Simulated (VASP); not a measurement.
Runs of VASP 6.6.1 on BN. The structure is that of space group Fm-3m (No. 225), or close to it. The cells are those of the table. 

```csv
cell,gap on the mesh (eV),pressure (GPa)
"a = 2.427 Å, angles 60.0°, 2 atoms",1.74,26.3
"a = 2.469 Å, angles 60.0°, 2 atoms",(c),3.8
"a = 2.384 Å, angles 60.0°, 2 atoms",2.19,(b)
"a = 2.509 Å, angles 60.0°, 2 atoms",0.97,-13.8
"a = 2.549 Å, angles 60.0°, 2 atoms",(a),-27.6
```

Alike in all rows: task single point; level PBE; potentials or basis VASP PAW PBE potentials, release 64 (B, N); no spin polarisation; k mesh 8 × 8 × 8; cutoff (eV) 520; smearing gaussian 0.01 eV.

Task: Estimate the missing entries.

Result: (a) 0.63; (b) 55.0; (c) 1.33.

A k mesh can miss the band edges.
